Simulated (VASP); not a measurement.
# CaSe in VASP: notebook

Runs on CaSe. Level: PBE. Tasks: single point.

All numbers are computed with VASP 6.6.1; they aren't measurements. Logs are shortened: lines on timing, memory, paths and dates and some standing lists are left out, and cuts for length are marked.

## (1) The cell of the first run

Symmetry: Fm-3m, No. 225, cubic system. The conventional cell has a = 5.912 Å, b = 5.912 Å, c = 5.912 Å, α = 90.00°, β = 90.00°, γ = 90.00°. Ca (site symmetry m-3m) has 6 Se at 2.96 Å within 3.9 Å. Within 3.9 Å of Se (site symmetry m-3m) lie 6 Ca at 2.96 Å.

## (2) Single point, PBE

INCAR

```
PREC = Accurate
ENCUT = 520
EDIFF = 1E-6
ISMEAR = 0
SIGMA = 0.01
LREAL = F
LASPH = T
NELM = 60
ALGO = Normal
ISIF = 2
LWAVE = F
LCHARG = T
GGA = PE
LELF = T
LVHAR = T
NBANDS = 15
```

KPOINTS

```
regular mesh
0
Gamma
  6 6 6
```

POSCAR

```
CaSe
1.0
    0.0000000000      2.9560000000      2.9560000000
    2.9560000000      0.0000000000      2.9560000000
    2.9560000000      2.9560000000      0.0000000000
Ca Se
1 1
Direct
    0.0000000000      0.0000000000      0.0000000000
    0.5000000000      0.5000000000      0.5000000000
```

Potentials or basis: VASP PAW PBE potentials, release 64 (Ca_sv, Se).

Launch:

```bash
$ cat potpaw_PBE.64/Ca_sv/POTCAR potpaw_PBE.64/Se/POTCAR > POTCAR
$ mpirun -np 1 vasp_std > vasp.out
```

OUTCAR:

```text
PREC = Accurate
   ENCUT = 520
   EDIFF = 1E-6
   ISMEAR = 0
   LREAL = F
   LASPH = T
   NELM = 60
   ISIF = 2
   GGA = PE

 ion  position               nearest neighbor table
   1  0.000  0.000  0.000-   2 2.96   2 2.96   2 2.96   2 2.96   2 2.96   2 2.96
   2  0.500  0.500  0.500-   1 2.96   1 2.96   1 2.96   1 2.96   1 2.96   1 2.96

  LATTYP: Found a face centered cubic cell.
 ALAT       =     5.9120000000

  Lattice vectors:

 A1 = (   0.0000000000,   2.9560000000,   2.9560000000)
 A2 = (   2.9560000000,   0.0000000000,   2.9560000000)
 A3 = (   2.9560000000,   2.9560000000,   0.0000000000)

Analysis of symmetry for initial positions (statically):
=====================================================================
 Subroutine PRICEL returns:
 Original cell was already a primitive cell.

 Routine SETGRP: Setting up the symmetry group for a
 face centered cubic supercell.

 Subroutine GETGRP returns: Found 48 space group operations
 (whereof 48 operations were pure point group operations)
 out of a pool of 48 trial point group operations.

The static configuration has the point symmetry O_h .

Analysis of symmetry for dynamics (positions and initial velocities):
=====================================================================
 Subroutine PRICEL returns:
 Original cell was already a primitive cell.

 Routine SETGRP: Setting up the symmetry group for a
 face centered cubic supercell.

 Subroutine GETGRP returns: Found 48 space group operations
 (whereof 48 operations were pure point group operations)
 out of a pool of 48 trial point group operations.

The dynamic configuration has the point symmetry O_h .

 Subroutine INISYM returns: Found 48 space group operations
 (whereof 48 operations are pure point group operations),
 and found     1 'primitive' translations

----------------------------------------------------------------------------------------

                                     Primitive cell

  volume of cell :      51.6587

  direct lattice vectors                    reciprocal lattice vectors
     0.000000000  2.956000000  2.956000000    -0.169147497  0.169147497  0.169147497
     2.956000000  0.000000000  2.956000000     0.169147497 -0.169147497  0.169147497
     2.956000000  2.956000000  0.000000000     0.169147497  0.169147497 -0.169147497

  length of vectors
     4.180415290  4.180415290  4.180415290     0.292972058  0.292972058  0.292972058

  position of ions in fractional coordinates (direct lattice)
     0.000000000  0.000000000  0.000000000
     0.500000000  0.500000000  0.500000000

  ion indices of the primitive-cell ions
   primitive index   ion index
                 1           1
                 2           2

----------------------------------------------------------------------------------------

 KPOINTS: regular mesh

Automatic generation of k-mesh.
 Grid dimensions read from file:
 generate k-points for:    6    6    6

 Generating k-lattice:

  Cartesian coordinates                     Fractional coordinates (reciprocal lattice)
    -0.028191249  0.028191249  0.028191249     0.166666667  0.000000000  0.000000000
     0.028191249 -0.028191249  0.028191249     0.000000000  0.166666667  0.000000000
     0.028191249  0.028191249 -0.028191249     0.000000000  0.000000000  0.166666667

  Length of vectors
     0.048828676  0.048828676  0.048828676

  Shift w.r.t. Gamma in fractional coordinates (k-lattice)
     0.000000000  0.000000000  0.000000000

 Subroutine IBZKPT returns following result:
 ===========================================

 Found     16 irreducible k-points:

 Following reciprocal coordinates:
            Coordinates               Weight
  0.000000  0.000000  0.000000      1.000000
  0.166667  0.000000  0.000000      8.000000
  0.333333  0.000000  0.000000      8.000000
  0.500000  0.000000  0.000000      4.000000
  0.166667  0.166667  0.000000      6.000000
  0.333333  0.166667  0.000000     24.000000
[... 8 lines left out ...]
 -0.333333  0.333333  0.166667     24.000000
 -0.333333  0.500000  0.166667     12.000000
   k-points           NKPTS =     16   k-points in BZ     NKDIM =     16   number of bands    NBANDS=     15
   number of dos      NEDOS =    301   number of ions     NIONS =      2
   total plane-waves  NPLWV =  32768
   dimension x,y,z NGX =    32 NGY =   32 NGZ =   32
   dimension x,y,z NGXF=    64 NGYF=   64 NGZF=   64
   ions per type =               1   1
   NGX,Y,Z   is equivalent  to a cutoff of  12.73, 12.73, 12.73 a.u.
   NGXF,Y,Z  is equivalent  to a cutoff of  25.45, 25.45, 25.45 a.u.
 SYSTEM =  unknown system
   PREC   = accura    normal or accurate (medium, high low for compatibility)
   ISTART =      0    job   : 0-new  1-cont  2-samecut
   ICHARG =      2    charge: 1-file 2-atom 10-const
   ISPIN  =      1    spin polarized calculation?
   LNONCOLLINEAR =      F non collinear calculations
   LSORBIT =      F    spin-orbit coupling
   LASPH  =      T    aspherical Exc in radial PAW
   ENCUT  =  520.0 eV  38.22 Ry    6.18 a.u.   7.77  7.77  7.77*2*pi/ulx,y,z
   NELM   =     60;   NELMIN=  2; NELMDL= -5     # of ELM steps
   EDIFF  = 0.1E-05   stopping-criterion for ELM
   LREAL  =      F    real-space projection
   EDIFFG = 0.1E-04   stopping-criterion for IOM
   NSW    =      0    number of steps for IOM
   IBRION =     -1    ionic relax: 0-MD 1-quasi-New 2-CG
   NFREE  =      0    steps in history (QN), initial steepest desc. (CG)
   ISIF   =      2    stress and relaxation
   ISYM   =      2    0-nonsym 1-usesym 2-fastsym
   POTIM  = 0.5000    time-step for ionic-motion
   TEBEG  =    0.0;   TEEND  =   0.0 temperature during run
   PSTRESS=    0.0 pullay stress
   NELECT =      16.0000    total number of electrons
   NUPDOWN=      -1.0000    fix difference up-down
   EMIN   =  10.00;   EMAX   =-10.00  energy-range for DOS
   EFERMI =   0.00;   METHOD = LEGACY
   ISMEAR =     0;   SIGMA  =   0.01  broadening in eV -4-tet -1-fermi 0-gaus
   EFERMI_NEDOS =   21; number of points for ismear=-14 and -15
   IALGO  =     38    algorithm
   IMIX   =      4    mixing-type and parameters
     AMIX     =   0.40;   BMIX     =  1.00
     AMIX_MAG =   1.60;   BMIX_MAG =  1.00
  volume/ion in A,a.u.               =      25.83       174.30
  Fermi-wavevector in a.u.,A,eV,Ry     =   1.107645  2.093145 16.692666  1.226876
  Thomas-Fermi vector in A             =   2.244161
   LORBIT       =      0    0 simple, 1 ext, 2 COOP (PROOUT), +10 PAW based schemes
   GGA     = PE    functional components
   LHFCALC =     F    Hartree Fock is set to
   AEXX    =    0.0000 exact exchange contribution
   IVDW    =     0    specifies the selected vdW correction
   LEPSILON=     F    determine dielectric tensor
   LRPA    =     F    only Hartree local field effects (RPA)
 non-spin polarized calculation
 Gauss-broadening in eV      SIGMA  =   0.01
  energy-cutoff  :      520.00
  volume of cell :       51.66
 maximum number of plane-waves:      1411
   NGX = 15   NGY = 15   NGZ = 15

 number of electron      15.9999998 magnetization

 Free energy of the ion-electron system (eV)
  ---------------------------------------------------
  ext. energy  EPLUGINS =         0.00000000
  ---------------------------------------------------
  free energy    TOTEN  =        -9.47911836 eV

  energy without entropy =       -9.47911836  energy(sigma->0) =       -9.47911836

 E-fermi :   2.5946     XC(G=0):  -9.1620

 val. band max:        2.4586178949   @ k =   0.0000   0.0000   0.0000
 cond. band min:       4.4780226924   @ k =   0.5000   0.5000   0.0000
 fundamental gap:      2.0194047975
 Fermi energy:         2.5945606047

 k-point     1 :       0.0000    0.0000    0.0000
  band No.  band energies     occupation
      1     -37.2861      2.00000
      2     -18.2803      2.00000
      3     -18.2803      2.00000
      4     -18.2803      2.00000
      5      -9.3460      2.00000
      6       2.4586      2.00000
      7       2.4586      2.00000
      8       2.4586      2.00000
      9       5.8089      0.00000
     10       6.1639      0.00000
     11       6.1639      0.00000
     12       6.1639      0.00000
     13       6.7344      0.00000
     14       6.7344      0.00000
     15      12.1746      0.00000

 k-point     2 :       0.1667    0.0000    0.0000
  band No.  band energies     occupation
      1     -37.2843      2.00000
      2     -18.3098      2.00000
      3     -18.2823      2.00000
      4     -18.2823      2.00000
      5      -9.1851      2.00000
      6       1.2723      2.00000
      7       2.0681      2.00000
      8       2.0681      2.00000
      9       6.0904      0.00000
     10       6.5213      0.00000
     11       6.5213      0.00000
     12       7.2777      0.00000
     13       7.4318      0.00000
     14       7.4318      0.00000
     15      12.2741      0.00000

 k-point     3 :       0.3333    0.0000    0.0000
  band No.  band energies     occupation
      1     -37.2809      2.00000
      2     -18.3675      2.00000
      3     -18.2862      2.00000
      4     -18.2862      2.00000
      5      -8.8367      2.00000
      6      -0.2276      2.00000
      7       1.4896      2.00000
      8       1.4896      2.00000
      9       6.4036      0.00000
     10       7.3454      0.00000
     11       7.3454      0.00000
     12       8.5627      0.00000
     13       8.8888      0.00000
     14       8.8888      0.00000
     15      11.9354      0.00000
[... 199 lines left out ...]
 k-point    15 :      -0.3333    0.3333    0.1667
  band No.  band energies     occupation
      1     -37.2775      2.00000
      2     -18.3604      2.00000
      3     -18.3260      2.00000
      4     -18.3048      2.00000
      5      -8.6670      2.00000
      6      -0.0703      2.00000
      7       0.6423      2.00000
      8       1.1190      2.00000
      9       6.8985      0.00000
     10       6.9776      0.00000
     11       8.1971      0.00000
     12       8.3678      0.00000
     13       8.4435      0.00000
     14      10.2797      0.00000
     15      11.1063      0.00000

 k-point    16 :      -0.3333    0.5000    0.1667
  band No.  band energies     occupation
      1     -37.2770      2.00000
      2     -18.3510      2.00000
      3     -18.3261      2.00000
      4     -18.3187      2.00000
      5      -8.6973      2.00000
      6       0.1728      2.00000
      7       0.8778      2.00000
      8       0.9448      2.00000
      9       5.7752      0.00000
     10       7.6422      0.00000
     11       7.8131      0.00000
     12       8.2730      0.00000
     13       8.5104      0.00000
     14       9.4827      0.00000
     15      11.9719      0.00000

------------------------ aborting loop because EDIFF is reached ----------------------------------------

  FORCE on cell =-STRESS in cart. coord.  units (eV):
  Direction    XX          YY          ZZ          XY          YZ          ZX
  --------------------------------------------------------------------------------------
  -------------------------------------------------------------------------------------
  Total        0.4386217      0.4386217      0.4386217     -0.0000000      0.0000000     -0.0000000
  in kB       13.6037099     13.6037099     13.6037099     -0.0000000      0.0000000     -0.0000000
  external PRESSURE =      13.6037099 kB  Pullay stress =       0.0000000 kB

 VOLUME and BASIS-vectors are now :
 -----------------------------------------------------------------------------
  energy-cutoff  :      520.00
  volume of cell :       51.66
      direct lattice vectors                 reciprocal lattice vectors
     0.000000000  2.956000000  2.956000000    -0.169147497  0.169147497  0.169147497
     2.956000000  0.000000000  2.956000000     0.169147497 -0.169147497  0.169147497
     2.956000000  2.956000000  0.000000000     0.169147497  0.169147497 -0.169147497

 POSITION                                       TOTAL-FORCE (eV/Angst)
 -----------------------------------------------------------------------------------
      0.00000      0.00000      0.00000         0.000000     -0.000000      0.000000
      2.95600      2.95600      2.95600        -0.000000      0.000000     -0.000000
 -----------------------------------------------------------------------------------
    total drift:                                0.000000     -0.000000     -0.000000

  FREE ENERGIE OF THE ION-ELECTRON SYSTEM (eV)
  ---------------------------------------------------
  free  energy   TOTEN  =        -9.4791183595 eV

  energy  without entropy=       -9.4791183595  energy(sigma->0) =       -9.47911836
```

It took 17 s on 1 thread of Intel Xeon 8259CL, shared host; peak memory 0.17 GiB.

What came out:

```
Free energy            : -9.4791 eV
Pressure               : 1.4 GPa
Band gap on the k mesh : 2.02 eV (least direct gap 2.96 eV)
```

## (3) Single point, PBE

INCAR

```
  PREC = Accurate
  ENCUT = 520
  EDIFF = 1E-6
  ISMEAR = 0
  SIGMA = 0.01
  LREAL = F
  LASPH = T
  NELM = 80
  ALGO = Normal
  ISIF = 2
  LWAVE = F
  LCHARG = F
  GGA = PE
  NBANDS = 15
```

KPOINTS is that of step 2.

POSCAR: that of step 2 with these lines changed.

```diff
@@ -9,2 +9,2 @@
     0.0000000000      0.0000000000      0.0000000000
-    0.5000000000      0.5000000000      0.5000000000
+    0.5169147497      0.4830852503      0.4830852503
```

Potentials or basis: VASP PAW PBE potentials, release 64 (Ca_sv, Se).

Launch:

```bash
$ cat potpaw_PBE.64/Ca_sv/POTCAR potpaw_PBE.64/Se/POTCAR > POTCAR
$ mpirun -np 1 vasp_std > vasp.out
```

It took 25 s on 1 thread of Intel Xeon 8259CL, shared host; peak memory 0.18 GiB.

Results (log left out):

| Quantity | Value |
| --- | --- |
| Free energy | -9.4631 eV |
| Pressure | 1.5 GPa |
| Largest force | 0.325 eV/Å |
| Band gap on the k mesh | 2.04 eV (least direct gap 2.96 eV) |

Forces on the atoms (eV/Å):
```
Ca  -0.325  0.000  0.000
Se   0.325  0.000  0.000
```

Stress tensor (GPa, compression positive):
```
1.99 0.00 0.00
0.00 1.31 0.00
0.00 0.00 1.31
```

Levels at points of the mesh, in eV from the valence-band top:
| k point | band 5 | band 6 | band 7 | band 8 | band 9 | band 10 | band 11 | band 12 |
| --- | --- | --- | --- | --- | --- | --- | --- | --- |
| (0.00, 0.00, 0.00) | -11.79 | -0.01 | 0.00 | 0.00 | 3.36 | 3.73 | 3.75 | 3.75 |
| (0.50, 0.00, 0.00) | -11.09 | -3.27 | -1.18 | -1.18 | 4.51 | 5.49 | 5.53 | 5.53 |
| (0.50, 0.50, 0.00) | -11.21 | -2.51 | -0.94 | -0.92 | 2.07 | 5.06 | 5.08 | 6.06 |
| (0.00, 0.50, 0.50) | -11.21 | -2.50 | -0.92 | -0.92 | 2.04 | 5.07 | 5.07 | 6.01 |

## (4) Single point, PBE

INCAR

```
SYSTEM = CaSe
ALGO     = Normal         ! electronic algorithm
EDIFF    = 1E-6           ! SCF threshold, eV
ENCUT    = 520            ! plane-wave cutoff, eV
GGA      = PE             ! functional
ISIF     = 2              ! what is computed and relaxed
ISMEAR   = 0              ! smearing method
LASPH    = .True.         ! aspherical terms in the spheres
LCHARG   = .False.        ! write CHGCAR
LREAL    = .False.        ! projectors in reciprocal space
LWAVE    = .False.        ! write WAVECAR
NBANDS   = 15             ! bands
NELM     = 100            ! most SCF steps
PREC     = Accurate       ! precision mode
SIGMA    = 0.01           ! smearing width, eV
```

KPOINTS

```
k-points
0
Gamma
  6 6 6
  0 0 0
```

POSCAR: that of step 3 with these lines changed.

```diff
@@ -9,2 +9,2 @@
     0.0000000000      0.0000000000      0.0000000000
-    0.5169147497      0.4830852503      0.4830852503
+    0.4830852503      0.5169147497      0.5169147497
```

Launch:

```bash
$ cat potpaw_PBE.64/Ca_sv/POTCAR potpaw_PBE.64/Se/POTCAR > POTCAR
$ mpirun -np 1 vasp_std > vasp.out
```

It took 24 s on 1 thread of Intel Xeon 8259CL, shared host; peak memory 0.18 GiB.

Results (log left out):

* Free energy: -9.4631 eV
* Pressure: 1.5 GPa
* Largest force: 0.325 eV/Å
* Band gap on the k mesh: 2.04 eV (least direct gap 2.96 eV)

Forces on the atoms (eV/Å):
```
Ca   0.325  0.000  0.000
Se  -0.325  0.000  0.000
```

Stress tensor (GPa, compression positive):
```
1.99 0.00 0.00
0.00 1.31 0.00
0.00 0.00 1.31
```

Levels at points of the mesh, in eV from the valence-band top:
```
           k point  band 5  band 6  band 7  band 8  band 9  band 10  band 11  band 12
(0.00, 0.00, 0.00)  -11.79   -0.01    0.00    0.00    3.36     3.73     3.75     3.75
(0.50, 0.00, 0.00)  -11.09   -3.27   -1.18   -1.18    4.51     5.49     5.53     5.53
(0.50, 0.50, 0.00)  -11.21   -2.51   -0.94   -0.92    2.07     5.06     5.08     6.06
(0.00, 0.50, 0.50)  -11.21   -2.50   -0.92   -0.92    2.04     5.07     5.07     6.01
```

A k mesh can miss the band edges. A hybrid or GW would open this gap; PBE tends to underestimate it.
